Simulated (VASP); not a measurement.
# PtSe2 (R-3m) in VASP: settings compared

PtSe2 is run at these levels: PBE, r2SCAN; tasks: single point.

Program: VASP 6.6.1. These are calculated values, not measurements. Logs are shortened: lines on timing, memory, paths and dates and some standing lists are left out, and cuts for length are marked.

**1. The cell of the first run**

It takes space group R-3m (No. 166, trigonal). Conventional cell: a = 3.787 Å, b = 3.787 Å, c = 17.731 Å, α = 90.00°, β = 90.00°, γ = 120.00°. Within 3.3 Å of Pt (site symmetry -3m) lie 6 Se at 2.53 Å. Se (site symmetry 3m) has 3 Pt at 2.53 Å within 3.3 Å.

**2. Single point, PBE (strain +2.6%)**

INCAR reads:

```
SYSTEM = PtSe2
PREC = Accurate
ENCUT = 520
EDIFF = 1E-7
ISMEAR = -1
SIGMA = 0.02
LREAL = .FALSE.
LASPH = .TRUE.
NELM = 60
ALGO = Normal
ISIF = 2
LWAVE = .FALSE.
LCHARG = .FALSE.
GGA = PE
NBANDS = 18
```

KPOINTS reads:

```
Automatic mesh
0
G
  8 8 8
  0 0 0
```

POSCAR reads:

```
PtSe2
1.0
    1.8936899371      1.0933223949      5.9104908650
   -1.8936899371      1.0933223949      5.9104908650
    0.0000000000     -2.1866447899      5.9104908650
Pt Se
1 2
Direct
    0.0000000000      0.0000000000      0.0000000000
    0.2612829643      0.2612829643      0.2612829643
    0.7387170357      0.7387170357      0.7387170357
```

Potentials or basis: VASP PAW PBE potentials, release 64 (Pt, Se).

Command:

```sh
cat potpaw_PBE.64/Pt/POTCAR potpaw_PBE.64/Se/POTCAR > POTCAR
mpirun -np 1 vasp_std > vasp.out
```

OUTCAR:

```text
SYSTEM = PtSe2
   PREC = Accurate
   ENCUT = 520
   EDIFF = 1E-7
   ISMEAR = -1
   LREAL = .FALSE.
   LASPH = .TRUE.
   NELM = 60
   ISIF = 2
   GGA = PE

 ion  position               nearest neighbor table
   1  0.000  0.000  0.000-   3 2.53   2 2.53   3 2.53   3 2.53   2 2.53   2 2.53
   2  0.261  0.261  0.261-   1 2.53   1 2.53   1 2.53
   3  0.739  0.739  0.739-   1 2.53   1 2.53   1 2.53

  LATTYP: Found a trigonal (rhomboedric) cell.
 ALAT       =     6.3020090211
 COS(alpha) =     0.8194116635

  Lattice vectors:

 A1 = (   1.8936899371,   1.0933223949,   5.9104908650)
 A2 = (  -1.8936899371,   1.0933223949,   5.9104908650)
 A3 = (   0.0000000000,  -2.1866447899,   5.9104908650)

Analysis of symmetry for initial positions (statically):
=====================================================================
 Subroutine PRICEL returns:
 Original cell was already a primitive cell.

 Routine SETGRP: Setting up the symmetry group for a
 trigonal (rhombohedral) supercell.

 Subroutine GETGRP returns: Found 12 space group operations
 (whereof 12 operations were pure point group operations)
 out of a pool of 12 trial point group operations.

The static configuration has the point symmetry D_3d.

Analysis of symmetry for dynamics (positions and initial velocities):
=====================================================================
 Subroutine PRICEL returns:
 Original cell was already a primitive cell.

 Routine SETGRP: Setting up the symmetry group for a
 trigonal (rhombohedral) supercell.

 Subroutine GETGRP returns: Found 12 space group operations
 (whereof 12 operations were pure point group operations)
 out of a pool of 12 trial point group operations.

The dynamic configuration has the point symmetry D_3d.

 Subroutine INISYM returns: Found 12 space group operations
 (whereof 12 operations are pure point group operations),
 and found     1 'primitive' translations

----------------------------------------------------------------------------------------

                                     Primitive cell

  volume of cell :      73.4230

  direct lattice vectors                    reciprocal lattice vectors
     1.893689937  1.093322395  5.910490865     0.264034777  0.152440550  0.056396895
    -1.893689937  1.093322395  5.910490865    -0.264034777  0.152440550  0.056396895
     0.000000000 -2.186644790  5.910490865     0.000000000 -0.304881099  0.056396895

  length of vectors
     6.302009021  6.302009021  6.302009021     0.310053373  0.310053373  0.310053373

  position of ions in fractional coordinates (direct lattice)
     0.000000000  0.000000000  0.000000000
     0.261282964  0.261282964  0.261282964
     0.738717036  0.738717036  0.738717036

  ion indices of the primitive-cell ions
   primitive index   ion index
                 1           1
                 2           2
                 3           3

----------------------------------------------------------------------------------------

 KPOINTS: Automatic mesh

Automatic generation of k-mesh.
 Grid dimensions read from file:
 generate k-points for:    8    8    8

 Generating k-lattice:

  Cartesian coordinates                     Fractional coordinates (reciprocal lattice)
     0.033004347  0.019055069  0.007049612     0.125000000  0.000000000  0.000000000
    -0.033004347  0.019055069  0.007049612     0.000000000  0.125000000  0.000000000
     0.000000000 -0.038110137  0.007049612     0.000000000  0.000000000  0.125000000

  Length of vectors
     0.038756672  0.038756672  0.038756672

  Shift w.r.t. Gamma in fractional coordinates (k-lattice)
     0.000000000  0.000000000  0.000000000

 Subroutine IBZKPT returns following result:
 ===========================================

 Found     65 irreducible k-points:

 Following reciprocal coordinates:
            Coordinates               Weight
  0.000000  0.000000  0.000000      1.000000
  0.125000  0.000000  0.000000      6.000000
  0.250000  0.000000  0.000000      6.000000
  0.375000 -0.000000 -0.000000      6.000000
  0.500000  0.000000  0.000000      3.000000
  0.125000  0.125000  0.000000      6.000000
[... 16 lines left out ...]
  0.250000  0.125000  0.125000      6.000000
  0.375000  0.125000  0.125000      6.000000
 [... further k-points ...]
   k-points           NKPTS =     65   k-points in BZ     NKDIM =     65   number of bands    NBANDS=     18
   number of dos      NEDOS =    301   number of ions     NIONS =      3
   total plane-waves  NPLWV = 110592
   dimension x,y,z NGX =    48 NGY =   48 NGZ =   48
   dimension x,y,z NGXF=    96 NGYF=   96 NGZF=   96
   ions per type =               1   2
   NGX,Y,Z   is equivalent  to a cutoff of  12.66, 12.66, 12.66 a.u.
   NGXF,Y,Z  is equivalent  to a cutoff of  25.32, 25.32, 25.32 a.u.
 SYSTEM =  PtSe2
   PREC   = accura    normal or accurate (medium, high low for compatibility)
   ISTART =      0    job   : 0-new  1-cont  2-samecut
   ICHARG =      2    charge: 1-file 2-atom 10-const
   ISPIN  =      1    spin polarized calculation?
   LNONCOLLINEAR =      F non collinear calculations
   LSORBIT =      F    spin-orbit coupling
   LASPH  =      T    aspherical Exc in radial PAW
   ENCUT  =  520.0 eV  38.22 Ry    6.18 a.u.  11.72 11.72 11.72*2*pi/ulx,y,z
   NELM   =     60;   NELMIN=  2; NELMDL= -5     # of ELM steps
   EDIFF  = 0.1E-06   stopping-criterion for ELM
   LREAL  =      F    real-space projection
   EDIFFG = 0.1E-05   stopping-criterion for IOM
   NSW    =      0    number of steps for IOM
   IBRION =     -1    ionic relax: 0-MD 1-quasi-New 2-CG
   NFREE  =      0    steps in history (QN), initial steepest desc. (CG)
   ISIF   =      2    stress and relaxation
   ISYM   =      2    0-nonsym 1-usesym 2-fastsym
   POTIM  = 0.5000    time-step for ionic-motion
   TEBEG  =    0.0;   TEEND  =   0.0 temperature during run
   PSTRESS=    0.0 pullay stress
   NELECT =      22.0000    total number of electrons
   NUPDOWN=      -1.0000    fix difference up-down
   EMIN   =  10.00;   EMAX   =-10.00  energy-range for DOS
   EFERMI =   0.00;   METHOD = LEGACY
   ISMEAR =    -1;   SIGMA  =   0.02  broadening in eV -4-tet -1-fermi 0-gaus
   EFERMI_NEDOS =   21; number of points for ismear=-14 and -15
   IALGO  =     38    algorithm
   IMIX   =      4    mixing-type and parameters
     AMIX     =   0.40;   BMIX     =  1.00
     AMIX_MAG =   1.60;   BMIX_MAG =  1.00
  volume/ion in A,a.u.               =      24.47       165.16
  Fermi-wavevector in a.u.,A,eV,Ry     =   1.095482  2.070160 16.328079  1.200080
  Thomas-Fermi vector in A             =   2.231806
   LORBIT       =      0    0 simple, 1 ext, 2 COOP (PROOUT), +10 PAW based schemes
   GGA     = PE    functional components
   LHFCALC =     F    Hartree Fock is set to
   AEXX    =    0.0000 exact exchange contribution
   IVDW    =     0    specifies the selected vdW correction
   LEPSILON=     F    determine dielectric tensor
   LRPA    =     F    only Hartree local field effects (RPA)
 non-spin polarized calculation
  energy-cutoff  :      520.00
  volume of cell :       73.42
 maximum number of plane-waves:      1992
   NGX = 23   NGY = 23   NGZ = 23

 number of electron      21.9999999 magnetization

 Free energy of the ion-electron system (eV)
  ---------------------------------------------------
  ext. energy  EPLUGINS =         0.00000000
  ---------------------------------------------------
  free energy    TOTEN  =       -14.28493031 eV

  energy without entropy =      -14.28493008  energy(sigma->0) =      -14.28493020

 E-fermi :   4.2623     XC(G=0):  -9.4902

 val. band max:        4.0422557673   @ k =   0.1250   0.0000   0.0000
 cond. band min:       4.4791287244   @ k =   0.5000   0.2500   0.2500
 fundamental gap:      0.4368729570
 Fermi energy:         4.2622905695

 k-point     1 :       0.0000    0.0000    0.0000
  band No.  band energies     occupation
      1     -10.5128      2.00000
      2      -8.4902      2.00000
      3      -1.7821      2.00000
      4      -1.6046      2.00000
      5      -1.6046      2.00000
      6       0.7003      2.00000
[... 10 lines left out ...]
     17      11.4653      0.00000
     18      13.9040      0.00000

 k-point     2 :       0.1250    0.0000    0.0000
  band No.  band energies     occupation
      1     -10.3537      2.00000
      2      -8.5281      2.00000
      3      -1.6421      2.00000
      4      -1.5229      2.00000
      5      -1.5052      2.00000
      6       0.4614      2.00000
[... 10 lines left out ...]
     17      12.0924      0.00000
     18      13.7832      0.00000

 k-point     3 :       0.2500    0.0000    0.0000
  band No.  band energies     occupation
      1      -9.9238      2.00000
      2      -8.6241      2.00000
      3      -1.5601      2.00000
      4      -1.2789      2.00000
      5      -1.0329      2.00000
      6      -0.3454      2.00000
[... 10 lines left out ...]
     17      13.0508      0.00000
     18      13.3999      0.00000

 k-point     4 :       0.3750   -0.0000   -0.0000
  band No.  band energies     occupation
      1      -9.3857      2.00000
      2      -8.7467      2.00000
      3      -1.9889      2.00000
      4      -1.1218      2.00000
      5      -0.8131      2.00000
      6      -0.1851      2.00000
[... 375 lines left out ...]
      4      -1.6026      2.00000
      5      -1.6026      2.00000
      6       0.7006      2.00000
[... 10 lines left out ...]
     17      11.5124      0.00000
     18      13.5929      0.00000

 k-point    23 :       0.2500    0.1250    0.1250
  band No.  band energies     occupation
      1     -10.3279      2.00000
      2      -8.5794      2.00000
      3      -1.6648      2.00000
      4      -1.5001      2.00000
      5      -1.3774      2.00000
      6       0.4656      2.00000
[... 10 lines left out ...]
     17      12.0867      0.00000
     18      13.2689      0.00000

 k-point    24 :       0.3750    0.1250    0.1250
  band No.  band energies     occupation
      1      -9.8932      2.00000
      2      -8.6704      2.00000
      3      -1.6537      2.00000
      4      -1.2707      2.00000
      5      -0.8919      2.00000
      6      -0.3172      2.00000
[... 10 lines left out ...]
     17      12.7292      0.00000
     18      13.3734      0.00000

 [... further k-points ...]

------------------------ aborting loop because EDIFF is reached ----------------------------------------

  FORCE on cell =-STRESS in cart. coord.  units (eV):
  Direction    XX          YY          ZZ          XY          YZ          ZX
  --------------------------------------------------------------------------------------
  -------------------------------------------------------------------------------------
  Total       -0.3833861     -0.3833861      0.5028825     -0.0000000     -0.0000000      0.0000000
  in kB       -8.3659451     -8.3659451     10.9735012     -0.0000000     -0.0000000      0.0000000
  external PRESSURE =      -1.9194630 kB  Pullay stress =       0.0000000 kB

 VOLUME and BASIS-vectors are now :
 -----------------------------------------------------------------------------
  energy-cutoff  :      520.00
  volume of cell :       73.42
      direct lattice vectors                 reciprocal lattice vectors
     1.893689937  1.093322395  5.910490865     0.264034777  0.152440550  0.056396895
    -1.893689937  1.093322395  5.910490865    -0.264034777  0.152440550  0.056396895
     0.000000000 -2.186644790  5.910490865     0.000000000 -0.304881099  0.056396895

 POSITION                                       TOTAL-FORCE (eV/Angst)
 -----------------------------------------------------------------------------------
      0.00000      0.00000      0.00000         0.000000      0.000000      0.000000
      0.00000     -0.00000      4.63293         0.000000      0.000000     -0.082746
      0.00000     -0.00000     13.09854         0.000000     -0.000000      0.082746
 -----------------------------------------------------------------------------------
    total drift:                               -0.000000     -0.000000      0.000000

  FREE ENERGIE OF THE ION-ELECTRON SYSTEM (eV)
  ---------------------------------------------------
  free  energy   TOTEN  =       -14.2849303066 eV

  energy  without entropy=      -14.2849300847  energy(sigma->0) =      -14.28493020
```

Wall time 1.8 min (1 thread of Intel Xeon Platinum 8488C (Sapphire Rapids), shared host); peak memory 0.37 GiB.

What came out:

| Item | Value |
| --- | --- |
| Free energy | -14.2849 eV |
| Pressure | -0.2 GPa |
| Largest force | 0.083 eV/Å |
| Band gap on the k mesh | 0.44 eV, indirect (least direct gap 0.84 eV) |

Forces on the atoms (eV/Å):
```
Pt   0.000  0.000  0.000
Se   0.000  0.000 -0.083
Se   0.000  0.000  0.083
```

Levels at points of the mesh, in eV from the valence-band top:
```csv
k point,band 7,band 8,band 9,band 10,band 11,band 12,band 13,band 14,band 15,band 16
"(0.00, 0.00, 0.00)",-3.34,-1.85,-0.61,-0.61,-0.08,2.26,2.26,3.99,4.68,7.42
"(0.50, 0.00, 0.00)",-2.89,-2.80,-2.46,-2.42,-2.13,1.34,1.92,4.87,5.85,8.02
"(0.50, 0.50, 0.00)",-2.88,-2.86,-2.58,-2.53,-1.56,2.14,2.29,3.57,5.33,7.78
"(0.50, 0.50, 0.50)",-3.34,-1.86,-1.50,-0.73,-0.73,2.38,2.38,5.03,5.73,7.77
```

Caveat: the cell differs from its parent crystal (strain +2.6%); spin-orbit coupling is left out, which moves the levels of the heavy elements.

[end of part 1 of 2]
